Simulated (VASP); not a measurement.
Wanted: the native input for a VASP 6.6.1 run.

- Task: relaxation of shape and atoms at fixed volume
- Functional: PBE
- Potentials or basis: VASP PAW PBE potentials, release 64 (Ag)
- Cutoff: 600 eV
- k mesh: 18 × 18 × 4
- Occupations: gaussian, width 0.1 eV
- Spin: no spin polarisation
- Dipole correction: no
- Further INCAR settings: ALGO = Fast; EDIFF = 1e-06; IBRION = 2; EDIFFG = -0.01; NSW = 50; ISIF = 4

The structure of Ag lies in POSCAR:

```
Ag
1.0
    2.9944167841      0.0000000000      0.0000000000
   -1.4972083920      2.5932410046      0.0000000000
    0.0000000000      0.0000000000      9.7510797001
Ag
4
Direct
    0.3333333333      0.6666666667      0.2500000000
    0.6666666667      0.3333333333      0.7500000000
    0.0000000000      0.0000000000      0.0000000000
    0.0000000000      0.0000000000      0.5000000000
```

This isn't the form of Ag at room conditions, which is fcc.

These files were run (other wordings do the same):

INCAR

```
PREC     = Accurate       # precision mode
ENCUT    = 600            # plane-wave cutoff, eV
EDIFF    = 1E-6           # SCF threshold, eV
ISMEAR   = 0              # smearing method
SIGMA    = 0.1            # smearing width, eV
LREAL    = False          # projectors in reciprocal space
LASPH    = True           # aspherical terms in the spheres
NELM     = 100            # most SCF steps
ALGO     = Fast           # electronic algorithm
ISIF     = 4              # what is computed and relaxed
LWAVE    = False          # write WAVECAR
LCHARG   = False          # write CHGCAR
GGA      = PE             # functional
IBRION   = 2              # ionic algorithm
NSW      = 50             # ionic steps
EDIFFG   = -0.01          # ionic threshold
```

KPOINTS

```
Automatic mesh
0
Gamma
  18 18 4
```

Potentials or basis: VASP PAW PBE potentials, release 64 (Ag).

Launch:

```bash
$ cat potpaw_PBE.64/Ag/POTCAR > POTCAR
$ mpirun -np 1 vasp_std > vasp.out
```

Results of the run:

```
Pressure after relaxing : -4.5 GPa
Band gap on the k mesh  : zero (bands 22 and 23 overlap by 6.17 eV)
```

Caveat: the relaxation stopped at its first step, so nothing moved.

Run time: 4 min on 1 thread of Intel Xeon 8259CL, on a shared host, peak memory 0.34 GiB.
